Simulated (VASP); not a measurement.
A run of VASP 6.6.1 is set up as follows.

Contents of POSCAR:

```
ZnAg
1.0
    3.2013815010      0.0000000000      0.0000000000
    0.0000000000      3.2013815010      0.0000000000
    0.0000000000      0.0000000000      3.2013815010
Zn Ag
1 1
Direct
    0.5000000000      0.5000000000      0.5000000000
    0.0000000000      0.0000000000      0.0000000000
```

INCAR.step1

```
SYSTEM = ZnAg
  PREC = Accurate
  ENCUT = 520
  ISMEAR = 0
  SIGMA = 0.1
  LREAL = .False.
  LASPH = .True.
  NELM = 80
  NBANDS = 18
  GGA = PE
  ALGO = Normal
  EDIFF = 1E-4
  LWAVE = .True.
  LCHARG = .False.
```

Contents of INCAR.step2:

```
SYSTEM = ZnAg
  PREC = Accurate
  ENCUT = 520
  EDIFF = 1E-7
  ISMEAR = 0
  SIGMA = 0.1
  LREAL = .False.
  LASPH = .True.
  NELM = 80
  ALGO = Normal
  ISIF = 2
  LWAVE = .False.
  LCHARG = .False.
  METAGGA = R2SCAN
  LMIXTAU = .True.
  NBANDS = 18
  ISTART = 1
```

File KPOINTS:

```
Automatic mesh
0
Gamma
  14 14 14
  0 0 0
```

Potentials or basis: VASP PAW PBE potentials, release 64 (Zn, Ag).

Command:

```console
$ cat potpaw_PBE.64/Zn/POTCAR potpaw_PBE.64/Ag/POTCAR > POTCAR
$ cp INCAR.step1 INCAR
$ mpirun -np 1 vasp_std > vasp.out
$ cp INCAR.step2 INCAR
$ mpirun -np 1 vasp_std > vasp.out
```

Problem. Predict the pressure.

Solution. -5.2 GPa.

Caveat: the PAW data sets were made with another functional, which shifts forces and pressure a little.
